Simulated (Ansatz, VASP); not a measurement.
## BeTe: VASP beside Ansatz

```xyz
2
Lattice="0.0000 2.8320 2.8320 2.8320 0.0000 2.8320 2.8320 2.8320 0.0000" Properties=species:S:1:pos:R:3 pbc="T T T"
Be    0.0000    0.0000    0.0000
Te    4.2480    4.2480    4.2480
```

Alike in both runs: functional PBE; k mesh 8 × 8 × 8; occupations gaussian, width 0.02 eV; no spin polarisation.

Ansatz relaxed the structure, and its values are those at the end. VASP's run is a single point on that final structure, the one shown.

|  | VASP | Ansatz |
| --- | --- | --- |
| version | VASP 6.6.1 | Ansatz 0.2.0 |
| potentials or method | VASP PAW PBE potentials, release 64 (Be, Te), cutoff 520 eV | scalar-relativistic, plane waves, PAW |
| valence electrons in the cell | 8 | 18 |

Ansatz gave:

| Property | Result |
| --- | --- |
| gap on the k mesh at the Fermi level (eV) | 2.03 |
| least direct gap on the mesh (eV) | 3.64 |
| pressure (GPa) | 0.0 |

Q: What did VASP give for the same quantities?

A: gap on the k mesh at the Fermi level (eV): 2.01; least direct gap on the mesh (eV): 3.62; pressure (GPa): 0.1.

VASP's potentials hold 8 valence electrons a cell and Ansatz's 18, so a difference there can come from the potentials and not from the codes.

Spin-orbit coupling is off throughout.
